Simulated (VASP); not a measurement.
# MoS2 (P6_3/mmc) in VASP: notebook, part 2 of 2

VASP 6.6.1. Earlier steps stand in the parts before.

### 4 Single point, PBE (volume scaled by 0.99)

The input, INCAR:

```
SYSTEM = MoS2
PREC = Accurate
ENCUT = 520
EDIFF = 1E-7
ISMEAR = -1
SIGMA = 0.03
LREAL = .FALSE.
LASPH = .TRUE.
NELM = 80
ALGO = Normal
ISIF = 2
LWAVE = .FALSE.
LCHARG = .FALSE.
GGA = PE
NBANDS = 35
```

The input, KPOINTS:

```
regular mesh
0
G
  10 10 3
  0 0 0
```

The input, POSCAR:

```
MoS2
1.0
    3.1504296109      0.0000000000      0.0000000000
   -1.5752148055      2.7283520759      0.0000000000
    0.0000000000      0.0000000000     12.2538792915
Mo S
2 4
Direct
    0.3333333333      0.6666666667      0.2500000000
    0.6666666667      0.3333333333      0.7500000000
    0.3333333333      0.6666666667      0.6275000000
    0.6666666667      0.3333333333      0.1275000000
    0.3333333333      0.6666666667      0.8725000000
    0.6666666667      0.3333333333      0.3725000000
```

Potentials or basis: VASP PAW PBE potentials, release 64 (Mo_sv, S).

On the command line:

```console
> cat potpaw_PBE.64/Mo_sv/POTCAR potpaw_PBE.64/S/POTCAR > POTCAR
> mpirun -np 1 vasp_std > vasp.out
```

OUTCAR:

```text
SYSTEM = MoS2
   PREC = Accurate
   ENCUT = 520
   EDIFF = 1E-7
   ISMEAR = -1
   LREAL = .FALSE.
   LASPH = .TRUE.
   NELM = 80
   ISIF = 2
   GGA = PE

 ion  position               nearest neighbor table
   1  0.333  0.667  0.250-   4 2.36   6 2.36   4 2.36   6 2.36   4 2.36   6 2.36
   2  0.667  0.333  0.750-   3 2.36   5 2.36   3 2.36   5 2.36   3 2.36   5 2.36
   3  0.333  0.667  0.627-   2 2.36   2 2.36   2 2.36
   4  0.667  0.333  0.127-   1 2.36   1 2.36   1 2.36
   5  0.333  0.667  0.873-   2 2.36   2 2.36   2 2.36
   6  0.667  0.333  0.373-   1 2.36   1 2.36   1 2.36

  LATTYP: Found a hexagonal cell.
 ALAT       =     3.1504296109
 C/A-ratio  =     3.8895899306

  Lattice vectors:

 A1 = (   3.1504296109,   0.0000000000,   0.0000000000)
 A2 = (  -1.5752148055,   2.7283520759,   0.0000000000)
 A3 = (   0.0000000000,   0.0000000000,  12.2538792915)

Analysis of symmetry for initial positions (statically):
=====================================================================
 Subroutine PRICEL returns:
 Original cell was already a primitive cell.

 Routine SETGRP: Setting up the symmetry group for a
 hexagonal supercell.

 Subroutine GETGRP returns: Found 24 space group operations
 (whereof 12 operations were pure point group operations)
 out of a pool of 24 trial point group operations.

The static configuration has the point symmetry D_3d.
 The point group associated with its full space group is D_6h.

Analysis of symmetry for dynamics (positions and initial velocities):
=====================================================================
 Subroutine PRICEL returns:
 Original cell was already a primitive cell.

 Routine SETGRP: Setting up the symmetry group for a
 hexagonal supercell.

 Subroutine GETGRP returns: Found 24 space group operations
[... 129 lines left out ...]
   IALGO  =     38    algorithm
   IMIX   =      4    mixing-type and parameters
     AMIX     =   0.40;   BMIX     =  1.00
     AMIX_MAG =   1.60;   BMIX_MAG =  1.00
  volume/ion in A,a.u.               =      17.55       118.46
  Fermi-wavevector in a.u.,A,eV,Ry     =   1.293882  2.445083 22.777931  1.674131
  Thomas-Fermi vector in A             =   2.425500
   LORBIT       =      0    0 simple, 1 ext, 2 COOP (PROOUT), +10 PAW based schemes
   GGA     = PE    functional components
   LHFCALC =     F    Hartree Fock is set to
   AEXX    =    0.0000 exact exchange contribution
   IVDW    =     0    specifies the selected vdW correction
   LEPSILON=     F    determine dielectric tensor
   LRPA    =     F    only Hartree local field effects (RPA)
 non-spin polarized calculation
  energy-cutoff  :      520.00
  volume of cell :      105.33
 maximum number of plane-waves:      2852
 NGX is ok and might be reduce to    24
   NGX = 11   NGY = 11   NGZ = 45

 number of electron      52.0000000 magnetization

 Free energy of the ion-electron system (eV)
  ---------------------------------------------------
  ext. energy  EPLUGINS =         0.00000000
  ---------------------------------------------------
  free energy    TOTEN  =       -43.40401391 eV

  energy without entropy =      -43.40401389  energy(sigma->0) =      -43.40401390

 E-fermi :   8.2745     XC(G=0): -10.8312

 val. band max:        7.8776963700   @ k =   0.0000   0.0000   0.0000
 cond. band min:       8.7603552016   @ k =   0.3000   0.3000   0.0000
 fundamental gap:      0.8826588315
 Fermi energy:         8.2744886851

 k-point     1 :       0.0000    0.0000    0.0000
  band No.  band energies     occupation
      1     -53.7733      2.00000
      2     -53.7733      2.00000
      3     -27.9582      2.00000
      4     -27.9581      2.00000
      5     -27.7315      2.00000
      6     -27.7315      2.00000
[... 901 lines left out ...]
     34      11.7037      0.00000
     35      13.6948      0.00000

 [... further k-points ...]

------------------------ aborting loop because EDIFF is reached ----------------------------------------

  FORCE on cell =-STRESS in cart. coord.  units (eV):
  Direction    XX          YY          ZZ          XY          YZ          ZX
  --------------------------------------------------------------------------------------
  -------------------------------------------------------------------------------------
  Total        5.4183336      5.4183336      9.8998301     -0.0000000     -0.0000000     -0.0000000
  in kB       82.4199845     82.4199845    150.5894453     -0.0000000     -0.0000000     -0.0000000
  external PRESSURE =     105.1431381 kB  Pullay stress =       0.0000000 kB

 VOLUME and BASIS-vectors are now :
 -----------------------------------------------------------------------------
  energy-cutoff  :      520.00
  volume of cell :      105.33
      direct lattice vectors                 reciprocal lattice vectors
     3.150429611  0.000000000  0.000000000     0.317417027  0.183260806  0.000000000
    -1.575214805  2.728352076  0.000000000     0.000000000  0.366521612  0.000000000
     0.000000000  0.000000000 12.253879292     0.000000000  0.000000000  0.081606810

 POSITION                                       TOTAL-FORCE (eV/Angst)
 -----------------------------------------------------------------------------------
     -0.00000      1.81890      3.06347        -0.000000      0.000000      0.000000
      1.57521      0.90945      9.19041         0.000000     -0.000000      0.000000
     -0.00000      1.81890      7.68931        -0.000000     -0.000000     -1.387234
      1.57521      0.90945      1.56237         0.000000      0.000000     -1.387234
     -0.00000      1.81890     10.69151        -0.000000     -0.000000      1.387234
      1.57521      0.90945      4.56457        -0.000000     -0.000000      1.387234
 -----------------------------------------------------------------------------------
    total drift:                               -0.000000      0.000000     -0.000000

  FREE ENERGIE OF THE ION-ELECTRON SYSTEM (eV)
  ---------------------------------------------------
  free  energy   TOTEN  =       -43.4040139059 eV

  energy  without entropy=      -43.4040138940  energy(sigma->0) =      -43.40401390
```

OSZICAR:

```text
N       E                     dE             d eps       ncg     rms          rms(c)
DAV:   1     0.445738744737E+03    0.44574E+03   -0.29246E+04  2152   0.141E+03
DAV:   2    -0.236388494908E+02   -0.46938E+03   -0.45443E+03  2340   0.370E+02
DAV:   3    -0.457511022077E+02   -0.22112E+02   -0.21706E+02  2376   0.742E+01
DAV:   4    -0.461911887349E+02   -0.44009E+00   -0.43868E+00  2348   0.107E+01
DAV:   5    -0.461998446663E+02   -0.86559E-02   -0.86543E-02  2319   0.149E+00    0.384E+01
DAV:   6    -0.439817033906E+02    0.22181E+01   -0.11301E+01  2143   0.216E+01    0.135E+01
DAV:   7    -0.436819529860E+02    0.29975E+00   -0.42330E+00  2055   0.131E+01    0.882E+00
DAV:   8    -0.434017029253E+02    0.28025E+00   -0.69957E-01  2124   0.573E+00    0.291E+00
DAV:   9    -0.434100386558E+02   -0.83357E-02   -0.79061E-02  2303   0.138E+00    0.130E+00
DAV:  10    -0.434041588373E+02    0.58798E-02   -0.29361E-02  2183   0.112E+00    0.377E-01
DAV:  11    -0.434041392601E+02    0.19577E-04   -0.16077E-03  2169   0.235E-01    0.157E-01
DAV:  12    -0.434039904054E+02    0.14885E-03   -0.44385E-04  2172   0.116E-01    0.723E-02
DAV:  13    -0.434040108513E+02   -0.20446E-04   -0.11933E-04  2212   0.495E-02    0.926E-03
DAV:  14    -0.434040129169E+02   -0.20656E-05   -0.73863E-06  2282   0.133E-02    0.901E-03
DAV:  15    -0.434040139971E+02   -0.10801E-05   -0.25790E-06  1900   0.755E-03    0.841E-03
DAV:  16    -0.434040139059E+02    0.91111E-07   -0.85878E-07  2309   0.611E-03
   1 F= -.43404014E+02 E0= -.43404014E+02  d E =-.119360E-07
```

stdout:

```text
POSCAR found type information on POSCAR MoS
 POSCAR found :  2 types and       6 ions
 scaLAPACK will be used
 LDA part: xc-table for (Slater+PW92), standard interpolation
 POSCAR, INCAR and KPOINTS ok, starting setup
 FFT: planning ... GRIDC
 FFT: planning ... GRID_SOFT
 FFT: planning ... GRID
 WAVECAR not read
 entering main loop
```

Wall time 60 s (1 thread of Intel Xeon Platinum 8488C (Sapphire Rapids), shared host); peak memory 0.26 GiB.

Results:

```yaml
Free_energy: -43.4040 eV
Pressure: 10.5 GPa
Largest_force: 1.387 eV/Å
Band_gap_on_the_k_mesh: 0.88 eV, indirect (least direct gap 1.90 eV)
```

Forces in eV/Å, atoms in the order of the input:
```
Mo   0.000  0.000  0.000
Mo   0.000  0.000  0.000
S    0.000  0.000 -1.387
S    0.000  0.000 -1.387
S    0.000  0.000  1.387
S    0.000  0.000  1.387
```

Caveat: this functional lacks dispersion, which binds the layers, so the pressure and a relaxed spacing across them are unreliable; forces of over 1 eV/Å act on the atoms, so gaps and moduli don't describe the material at rest. A k mesh can miss the band edges.

### 5 Summary

```csv
cell,gap on the mesh (eV),pressure (GPa),largest force (eV/Å)
"a = 3.161, b = 3.161, c = 12.295 Å, angles 90.0, 90.0, 120.0°, 6 atoms",0.88,8.7,1.20
"a = 3.118, b = 3.118, c = 12.129 Å, angles 90.0, 90.0, 120.0°, 6 atoms",0.89,16.5,2.00
"a = 3.150, b = 3.150, c = 12.254 Å, angles 90.0, 90.0, 120.0°, 6 atoms",0.88,10.5,1.39
```

Alike in all rows: task single point; level PBE; potentials or basis VASP PAW PBE potentials, release 64 (Mo_sv, S); no spin polarisation; k mesh 10 × 10 × 3; cutoff (eV) 520; smearing fermi-dirac 0.03 eV.

Caveats: this functional lacks dispersion, which binds the layers, so the pressure and a relaxed spacing across them are unreliable; forces of over 1 eV/Å act on the atoms, so gaps and moduli don't describe the material at rest.

Total energies depend on the potentials used, so only differences within one code and one set of settings carry meaning.
